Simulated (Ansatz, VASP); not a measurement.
Two plane-wave programs on TiC

```
Ti C
1.0
     0.00000    2.16572    2.16572
     2.16572    0.00000    2.16572
     2.16572    2.16572    0.00000
Ti C
1 1
Direct
  0.00000 0.00000 0.00000
  0.50000 0.50000 0.50000
```

Alike in both runs: task relaxation of cell and atoms; functional PBEsol; k mesh 14 × 14 × 14; occupations gaussian, width 0.1 eV; no spin polarisation.

|  | VASP | Ansatz |
| --- | --- | --- |
| version | VASP 6.6.1 | Ansatz 0.2.0 |
| potentials or method | VASP PAW PBE potentials, release 64 (Ti_sv, C), cutoff 600 eV | scalar-relativistic, plane waves, PAW |
| valence electrons in the cell | 16 | 16 |

Ansatz gave:

```
gap on the k mesh at the Fermi level, each at its own relaxed structure (eV) : none
relaxed volume (Å³/atom)                                                     : 9.89
relaxed cell length with the largest relative difference (Å)                 : 3.036
```

**Question.** Which values does VASP return?

**Answer.** gap on the k mesh at the Fermi level, each at its own relaxed structure (eV): none; relaxed volume (Å³/atom): 9.90; relaxed cell length with the largest relative difference (Å): 3.037.

VASP's potentials were made for PBE, not for PBEsol, and Ansatz warns of the same on its side. A gap of «none» marks a metal or a gap that the smearing closes.
